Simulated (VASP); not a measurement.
# Os (I4/mmm) in VASP: notebook

Os is run at these levels: PBEsol; tasks: single point.

Everything below comes from runs of VASP 6.6.1. Logs are shortened: lines on timing, memory, paths and dates and some standing lists are left out, and cuts for length are marked.

## 1. The cell of the first run

It takes space group I4/mmm (No. 139, tetragonal). The conventional cell has a = 2.613 Å, b = 2.613 Å, c = 4.085 Å, α = 90.00°, β = 90.00°, γ = 90.00°. Os (site symmetry 4/mmm) has 12 Os at 2.61 to 2.75 Å within 3.4 Å.

## 2. Single point, PBEsol (strain -0.050 along x and y, +0.050 along z)

Contents of INCAR:

```
SYSTEM = Os
PREC     = Accurate       ! precision mode
ENCUT    = 520            ! plane-wave cutoff, eV
EDIFF    = 1E-6           ! SCF threshold, eV
ISMEAR   = 0              ! smearing method
SIGMA    = 0.15           ! smearing width, eV
LREAL    = .FALSE.        ! projectors in reciprocal space
LASPH    = .TRUE.         ! aspherical terms in the spheres
NELM     = 100            ! most SCF steps
ALGO     = Normal         ! electronic algorithm
ISIF     = 2              ! what is computed and relaxed
LWAVE    = .FALSE.        ! write WAVECAR
LCHARG   = .FALSE.        ! write CHGCAR
GGA      = PS             ! functional
NBANDS   = 10             ! bands
```

Contents of KPOINTS:

```
regular mesh
0
G
  20 20 20
  0 0 0
```

Contents of POSCAR:

```
Os
1.0
    0.0000000000      1.8477500000      2.0422500000
    1.8477500000      0.0000000000      2.0422500000
    1.8477500000      1.8477500000      0.0000000000
Os
1
Direct
    0.0000000000      0.0000000000      0.0000000000
```

Potentials or basis: VASP PAW PBE potentials, release 64 (Os).

Run with:

```bash
cat potpaw_PBE.64/Os/POTCAR > POTCAR
mpirun -np 1 vasp_std > vasp.out
```

OUTCAR:

```text
SYSTEM = Os
   PREC = Accurate
   ENCUT = 520
   EDIFF = 1E-6
   ISMEAR = 0
   LREAL = .FALSE.
   LASPH = .TRUE.
   NELM = 100
   ISIF = 2
   GGA = PS

 ion  position               nearest neighbor table
   1  0.000  0.000  0.000-

  LATTYP: Found a body centered tetragonal cell.
 ALAT       =     2.6131131099
 C/A-ratio  =     1.5630781479

  Lattice vectors:

 A1 = (  -1.8477500000,   0.0000000000,   2.0422500000)
 A2 = (   1.8477500000,   0.0000000000,   2.0422500000)
 A3 = (   0.0000000000,   1.8477500000,  -2.0422500000)

Analysis of symmetry for initial positions (statically):
=====================================================================
 Subroutine PRICEL returns:
 Original cell was already a primitive cell.

 Routine SETGRP: Setting up the symmetry group for a
 body centered tetragonal supercell.

 Subroutine GETGRP returns: Found 16 space group operations
 (whereof 16 operations were pure point group operations)
 out of a pool of 16 trial point group operations.

The static configuration has the point symmetry D_4h.

Analysis of symmetry for dynamics (positions and initial velocities):
=====================================================================
 Subroutine PRICEL returns:
 Original cell was already a primitive cell.

 Routine SETGRP: Setting up the symmetry group for a
 body centered tetragonal supercell.

 Subroutine GETGRP returns: Found 16 space group operations
 (whereof 16 operations were pure point group operations)
 out of a pool of 16 trial point group operations.

The dynamic configuration has the point symmetry D_4h.

 Subroutine INISYM returns: Found 16 space group operations
 (whereof 16 operations are pure point group operations),
 and found     1 'primitive' translations

----------------------------------------------------------------------------------------

                                     Primitive cell

  volume of cell :      13.9452

  direct lattice vectors                    reciprocal lattice vectors
     0.000000000  1.847750000  2.042250000    -0.270599378  0.270599378  0.244828008
     1.847750000  0.000000000  2.042250000     0.270599378 -0.270599378  0.244828008
     1.847750000  1.847750000  0.000000000     0.270599378  0.270599378 -0.244828008

  length of vectors
     2.754081539  2.754081539  2.613113110     0.454300341  0.454300341  0.454300341

  position of ions in fractional coordinates (direct lattice)
     0.000000000  0.000000000  0.000000000

  ion indices of the primitive-cell ions
   primitive index   ion index
                 1           1

----------------------------------------------------------------------------------------

 KPOINTS: regular mesh

Automatic generation of k-mesh.
 Grid dimensions read from file:
 generate k-points for:   20   20   20

 Generating k-lattice:

  Cartesian coordinates                     Fractional coordinates (reciprocal lattice)
    -0.013529969  0.013529969  0.012241400     0.050000000 -0.000000000  0.000000000
     0.013529969 -0.013529969  0.012241400    -0.000000000  0.050000000  0.000000000
     0.013529969  0.013529969 -0.012241400     0.000000000  0.000000000  0.050000000

  Length of vectors
     0.022715017  0.022715017  0.022715017

  Shift w.r.t. Gamma in fractional coordinates (k-lattice)
     0.000000000  0.000000000  0.000000000

 Subroutine IBZKPT returns following result:
 ===========================================

 Found    641 irreducible k-points:

 Following reciprocal coordinates:
            Coordinates               Weight
  0.000000  0.000000  0.000000      1.000000
  0.050000  0.000000  0.000000      8.000000
  0.100000  0.000000  0.000000      8.000000
  0.150000 -0.000000  0.000000      8.000000
  0.200000  0.000000  0.000000      8.000000
  0.250000  0.000000  0.000000      8.000000
[... 16 lines left out ...]
 -0.400000  0.050000  0.000000      8.000000
 -0.350000  0.050000  0.000000      8.000000
 [... further k-points ...]
   k-points           NKPTS =    641   k-points in BZ     NKDIM =    641   number of bands    NBANDS=     10
   number of dos      NEDOS =    301   number of ions     NIONS =      1
   total plane-waves  NPLWV =   8000
   dimension x,y,z NGX =    20 NGY =   20 NGZ =   20
   dimension x,y,z NGXF=    40 NGYF=   40 NGZF=   40
   ions per type =               1
   NGX,Y,Z   is equivalent  to a cutoff of  12.07, 12.07, 12.72 a.u.
   NGXF,Y,Z  is equivalent  to a cutoff of  24.15, 24.15, 25.45 a.u.
 SYSTEM =  Os
   PREC   = accura    normal or accurate (medium, high low for compatibility)
   ISTART =      0    job   : 0-new  1-cont  2-samecut
   ICHARG =      2    charge: 1-file 2-atom 10-const
   ISPIN  =      1    spin polarized calculation?
   LNONCOLLINEAR =      F non collinear calculations
   LSORBIT =      F    spin-orbit coupling
   LASPH  =      T    aspherical Exc in radial PAW
   ENCUT  =  520.0 eV  38.22 Ry    6.18 a.u.   5.12  5.12  4.86*2*pi/ulx,y,z
   NELM   =    100;   NELMIN=  2; NELMDL= -5     # of ELM steps
   EDIFF  = 0.1E-05   stopping-criterion for ELM
   LREAL  =      F    real-space projection
[... 7 lines left out ...]
   TEBEG  =    0.0;   TEEND  =   0.0 temperature during run
   PSTRESS=    0.0 pullay stress
   NELECT =       8.0000    total number of electrons
   NUPDOWN=      -1.0000    fix difference up-down
   EMIN   =  10.00;   EMAX   =-10.00  energy-range for DOS
   EFERMI =   0.00;   METHOD = LEGACY
   ISMEAR =     0;   SIGMA  =   0.15  broadening in eV -4-tet -1-fermi 0-gaus
   EFERMI_NEDOS =   21; number of points for ismear=-14 and -15
   IALGO  =     38    algorithm
   IMIX   =      4    mixing-type and parameters
     AMIX     =   0.40;   BMIX     =  1.00
     AMIX_MAG =   1.60;   BMIX_MAG =  1.00
  volume/ion in A,a.u.               =      13.95        94.11
  Fermi-wavevector in a.u.,A,eV,Ry     =   1.360284  2.570565 25.175862  1.850374
  Thomas-Fermi vector in A             =   2.486960
   LORBIT       =      0    0 simple, 1 ext, 2 COOP (PROOUT), +10 PAW based schemes
   GGA     = PS    functional components
   LHFCALC =     F    Hartree Fock is set to
   AEXX    =    0.0000 exact exchange contribution
   IVDW    =     0    specifies the selected vdW correction
   LEPSILON=     F    determine dielectric tensor
   LRPA    =     F    only Hartree local field effects (RPA)
 non-spin polarized calculation
 Gauss-broadening in eV      SIGMA  =   0.15
  energy-cutoff  :      520.00
  volume of cell :       13.95
 maximum number of plane-waves:       387
   NGX = 11   NGY = 11   NGZ =  9

 number of electron       7.9999999 magnetization

 Free energy of the ion-electron system (eV)
  ---------------------------------------------------
  ext. energy  EPLUGINS =         0.00000000
  ---------------------------------------------------
  free energy    TOTEN  =       -11.99044961 eV

  energy without entropy =      -11.98132473  energy(sigma->0) =      -11.98588717

 E-fermi :   9.2765     XC(G=0): -14.1668

 val. band max:        9.2764349021   @ k =   0.3500   0.0500   0.1500
 cond. band min:       9.2782027255   @ k =  -0.4000   0.1500   0.4000
 fundamental gap:      0.0017678234
 Fermi energy:         9.2764552184

 k-point     1 :       0.0000    0.0000    0.0000
  band No.  band energies     occupation
      1      -1.6665      2.00000
      2       5.2635      2.00000
      3       6.7924      2.00000
      4       6.7924      2.00000
      5       8.1797      2.00000
      6      10.2536      0.00000
      7      23.6823      0.00000
      8      27.2278      0.00000
      9      30.5077      0.00000
     10      30.5077      0.00000

 k-point     2 :       0.0500    0.0000    0.0000
  band No.  band energies     occupation
      1      -1.5476      2.00000
      2       5.2968      2.00000
      3       6.7329      2.00000
      4       6.8464      2.00000
      5       8.1666      2.00000
      6      10.1895      0.00000
      7      23.9041      0.00000
      8      27.2853      0.00000
      9      29.9222      0.00000
     10      30.7322      0.00000

 k-point     3 :       0.1000    0.0000    0.0000
  band No.  band energies     occupation
      1      -1.2016      2.00000
      2       5.3706      2.00000
      3       6.5765      2.00000
      4       6.9974      2.00000
      5       8.1658      2.00000
      6      10.0200      0.00000
      7      24.5158      0.00000
      8      27.1078      0.00000
      9      29.3362      0.00000
     10      31.3869      0.00000

 k-point     4 :       0.1500   -0.0000    0.0000
  band No.  band energies     occupation
      1      -0.6636      2.00000
      2       5.4224      2.00000
      3       6.3790      2.00000
      4       7.2065      2.00000
      5       8.2764      2.00000
      6       9.8127      0.00000
      7      25.2428      0.00000
      8      26.3426      0.00000
      9      29.8125      0.00000
     10      32.4181      0.00000
[... 222 lines left out ...]
 k-point    22 :      -0.4500    0.0500    0.0000
  band No.  band energies     occupation
      1       1.5836      2.00000
      2       5.3082      2.00000
      3       6.8909      2.00000
      4       8.5260      2.00000
      5      11.2209      0.00000
      6      12.4894      0.00000
      7      18.4974      0.00000
      8      23.0753      0.00000
      9      29.0253      0.00000
     10      30.8041      0.00000

 k-point    23 :      -0.4000    0.0500    0.0000
  band No.  band energies     occupation
      1       1.5969      2.00000
      2       5.4086      2.00000
      3       6.9626      2.00000
      4       7.7955      2.00000
      5      10.8621      0.00000
      6      12.1907      0.00000
      7      19.4118      0.00000
      8      23.5405      0.00000
      9      29.4998      0.00000
     10      31.6765      0.00000

 k-point    24 :      -0.3500    0.0500    0.0000
  band No.  band energies     occupation
      1       1.5702      2.00000
      2       5.5398      2.00000
      3       6.8688      2.00000
      4       7.1100      2.00000
      5      10.3746      0.00000
      6      11.5336      0.00000
      7      20.6718      0.00000
      8      24.4439      0.00000
      9      30.5953      0.00000
     10      33.0208      0.00000

 [... further k-points ...]
[... 5 lines left out ...]
  --------------------------------------------------------------------------------------
  -------------------------------------------------------------------------------------
  Total        1.4373822      1.4373822     -2.1286521      0.0000000      0.0000000      0.0000000
  in kB      165.1419989    165.1419989   -244.5625423      0.0000000      0.0000000      0.0000000
  external PRESSURE =      28.5738185 kB  Pullay stress =       0.0000000 kB

 VOLUME and BASIS-vectors are now :
 -----------------------------------------------------------------------------
  energy-cutoff  :      520.00
  volume of cell :       13.95
      direct lattice vectors                 reciprocal lattice vectors
     0.000000000  1.847750000  2.042250000    -0.270599378  0.270599378  0.244828008
     1.847750000  0.000000000  2.042250000     0.270599378 -0.270599378  0.244828008
     1.847750000  1.847750000  0.000000000     0.270599378  0.270599378 -0.244828008

 POSITION                                       TOTAL-FORCE (eV/Angst)
 -----------------------------------------------------------------------------------
      0.00000      0.00000      0.00000         0.000000      0.000000      0.000000
 -----------------------------------------------------------------------------------
    total drift:                                0.000000      0.000000     -0.000000

  FREE ENERGIE OF THE ION-ELECTRON SYSTEM (eV)
  ---------------------------------------------------
  free  energy   TOTEN  =       -11.9904496083 eV

  energy  without entropy=      -11.9813247307  energy(sigma->0) =      -11.98588717
```

Run time: 26 s. Hardware: 1 thread of Intel Xeon 6975P-C (Granite Rapids), shared host; peak memory 0.2 GiB.

Results:

| Quantity | Value |
| --- | --- |
| Free energy | -11.9904 eV |
| Pressure | 2.9 GPa |
| Band gap on the k mesh | zero (band 4 reaches 11.87 eV, above the bottom of band 5 at 7.59 eV) |

Levels at points of the mesh, in eV from the Fermi level:
```
           k point  band 2  band 3  band 4  band 5  band 6  band 7
(0.00, 0.00, 0.00)   -4.01   -2.48   -2.48   -1.10    0.98   14.41
(0.50, 0.00, 0.00)   -3.93   -2.46   -0.26    2.08    2.78    9.13
(0.50, 0.50, 0.00)   -6.92    0.94    2.59    3.04    3.04   10.50
(0.50, 0.00, 0.50)   -6.94    2.17    2.29    3.06    3.99   11.07
```

Caveat: the cell differs from its parent crystal (strain -0.050 along x and y, +0.050 along z); the PAW data sets were made with another functional, which shifts forces and pressure a little; spin-orbit coupling is left out, which moves the levels of the heavy elements.

## 3. Single point, PBEsol (strain +0.000 along x and y, -0.050 along z)

Contents of INCAR:

```
ALGO = Normal
EDIFF = 1E-7
ENCUT = 520
GGA = PS
ISIF = 2
ISMEAR = 0
LASPH = T
LCHARG = F
LREAL = F
LWAVE = F
NBANDS = 10
NELM = 100
PREC = Accurate
SIGMA = 0.15
```

Contents of KPOINTS:

```
k-points
0
Gamma
  20 20 20
```

Contents of POSCAR:

```
Os
1.0
    0.0000000000      1.9450000000      1.8477500000
    1.9450000000      0.0000000000      1.8477500000
    1.9450000000      1.9450000000      0.0000000000
Os
1
Direct
    0.0000000000      0.0000000000      0.0000000000
```

Potentials or basis: VASP PAW PBE potentials, release 64 (Os).

Run with:

```bash
cat potpaw_PBE.64/Os/POTCAR > POTCAR
mpirun -np 1 vasp_std > vasp.out
```

Run time: 31 s. Hardware: 1 thread of Intel Xeon 6975P-C (Granite Rapids), shared host; peak memory 0.2 GiB.

The run converged. Its results:

```
Free energy            : -12.0750 eV
Pressure               : -0.1 GPa
Band gap on the k mesh : zero (band 4 reaches 12.30 eV, above the bottom of band 5 at 7.74 eV)
```

Stress tensor (GPa, compression positive):
```
-6.38  0.00  0.00
 0.00 -6.38  0.00
 0.00  0.00 12.57
```

Levels at points of the mesh, in eV from the Fermi level:
| k point | band 1 | band 2 | band 3 | band 4 | band 5 | band 6 | band 7 | band 8 |
| --- | --- | --- | --- | --- | --- | --- | --- | --- |
| (0.00, 0.00, 0.00) | -10.91 | -3.26 | -3.26 | -2.55 | -0.47 | 0.47 | 14.29 | 19.46 |
| (0.50, 0.00, 0.00) | -7.77 | -3.59 | -2.80 | -0.27 | 2.21 | 2.69 | 9.01 | 13.72 |
| (0.50, 0.50, 0.00) | -7.64 | -7.01 | 2.40 | 3.08 | 3.17 | 3.17 | 11.64 | 11.64 |
| (0.50, 0.00, 0.50) | -7.69 | -6.89 | 1.94 | 2.38 | 2.76 | 3.47 | 11.83 | 12.20 |

Caveat: the cell differs from its parent crystal (strain +0.000 along x and y, -0.050 along z); the PAW data sets were made with another functional, which shifts forces and pressure a little; spin-orbit coupling is left out, which moves the levels of the heavy elements.

(Part 1 of 2 ends here.)
